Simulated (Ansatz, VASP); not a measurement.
## Two plane-wave programs on Sb

POSCAR

```
Sb
1.0
    3.1600000000      0.0000000000      0.0000000000
    0.0000000000      3.1600000000      0.0000000000
    0.0000000000      0.0000000000      3.1600000000
Sb
1
Direct
    0.0000000000      0.0000000000      0.0000000000
```

Contents of INCAR.step1:

```
SYSTEM = Sb
ALGO     = Normal         ! electronic algorithm
EDIFF    = 1E-5           ! SCF threshold, eV
ENCUT    = 600            ! plane-wave cutoff, eV
GGA      = PE             ! functional
ISMEAR   = -1             ! smearing method
LASPH    = .True.         ! aspherical terms in the spheres
LCHARG   = .False.        ! write CHGCAR
LREAL    = .False.        ! projectors in reciprocal space
LWAVE    = .True.         ! write WAVECAR
NBANDS   = 8              ! bands
NELM     = 60             ! most SCF steps
PREC     = Accurate       ! precision mode
SIGMA    = 0.05           ! smearing width, eV
```

The input INCAR.step2:

```
SYSTEM = Sb
AEXX     = 0.25           ! exact-exchange fraction
ALGO     = Normal         ! electronic algorithm
EDIFF    = 1E-7           ! SCF threshold, eV
EDIFFG   = -0.01          ! ionic threshold
ENCUT    = 600            ! plane-wave cutoff, eV
GGA      = PS             ! functional
IBRION   = 2              ! ionic algorithm
ISIF     = 3              ! what is computed and relaxed
ISMEAR   = -1             ! smearing method
ISTART   = 1            
LASPH    = .True.         ! aspherical terms in the spheres
LCHARG   = .False.        ! write CHGCAR
LHFCALC  = .True.         ! exact exchange
LREAL    = .False.        ! projectors in reciprocal space
LWAVE    = .False.        ! write WAVECAR
NELM     = 60             ! most SCF steps
NSW      = 60             ! ionic steps
PREC     = Accurate       ! precision mode
PRECFOCK = Normal       
SIGMA    = 0.05           ! smearing width, eV
```

The input KPOINTS:

```
k-points
0
Gamma
  4 4 4
  0 0 0
```

File input:

```
crystal:
  lattice:
    - [3.16, 0.0, 0.0]
    - [0.0, 3.16, 0.0]
    - [0.0, 0.0, 3.16]
  atoms:
    - { symbol: Sb, position: [0.0, 0.0, 0.0] }
hamiltonian:
  xc: { exchange: pbesol, correlation: pbesol, exx: { coeff: 0.25 } }
  pseudopotentials: { kind: paw }
kpoints:
  mp_grid: { grid: [4, 4, 4] }
scf:
  occupations: { method: fermi_dirac, width: 0.05 }
output:
  forces: true
  stress: true
  eigenvalues: true
  write_density: true
  write_potential: true
  elf: true
  volumetric_format: npy
relax:
  f_tol: 0.01
  max_steps: 40
  cell: { stress_tol: 0.05 }
```

Alike in both runs: task relaxation of cell and atoms; functional PBEsol-based global hybrid; k mesh 4 × 4 × 4; occupations fermi-dirac, width 0.05 eV; no spin polarisation.

```csv
,VASP,Ansatz
version,VASP 6.6.1,Ansatz 0.2.0
potentials or method,"VASP PAW PBE potentials, release 64 (Sb)",Ansatz PAW
plane-wave cutoff (eV),600,420
valence electrons in the cell,5,15
```

|  | VASP | Ansatz | Ansatz less VASP |
| --- | --- | --- | --- |
| gap on the k mesh at the Fermi level, each at its own relaxed structure (eV) | none | none | - |
| relaxed volume (Å³/atom) | 27.09 | 27.55 | +0.456 |
| relaxed cell length with the largest relative difference (Å) | 3.003 | 3.020 | +0.0168 |

VASP's potentials were made for PBE, not for PBEsol-based global hybrid. A gap of «none» marks a metal or a gap that the smearing closes. VASP's potentials hold 5 valence electrons a cell and Ansatz's 15, so a difference there can come from the potentials and not from the codes.

The k mesh is coarse, so the values compare programs but aren't converged. Neither program's run includes spin-orbit coupling. Noted on Ansatz's run: the plane-wave basis is chosen anew once the cell has moved, so the energies of steps on either side of that aren't comparable.
